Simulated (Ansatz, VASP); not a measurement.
## Re: VASP beside Ansatz

```
CELL_PARAMETERS angstrom
0.00000 1.89164 2.09689
1.89164 0.00000 2.09689
1.89164 1.89164 0.00000
ATOMIC_POSITIONS crystal
Re 0.00000 0.00000 0.00000
```

Alike in both runs: task single point; functional PBE; k mesh 10 × 10 × 10; occupations gaussian, width 0.15 eV; no spin polarisation.

|  | VASP | Ansatz |
| --- | --- | --- |
| version | VASP 6.6.1 | Ansatz 0.2.0 |
| potentials or method | VASP PAW PBE potentials, release 64 (Re), cutoff 520 eV | scalar-relativistic, plane waves, PAW |
| valence electrons in the cell | 7 | 15 |

|  | VASP | Ansatz | Ansatz less VASP |
| --- | --- | --- | --- |
| gap on the k mesh at the Fermi level (eV) | none | none | - |
| pressure (GPa) | 0.9 | 1.5 | +0.59 |
| traceless stress, the component that is largest in VASP (GPa) | -19.62 | -19.99 | -0.378 |

A gap of «none» marks a metal or a gap that the smearing closes. VASP's potentials hold 7 valence electrons a cell and Ansatz's 15, so a difference there can come from the potentials and not from the codes.

Spin-orbit coupling is off throughout.
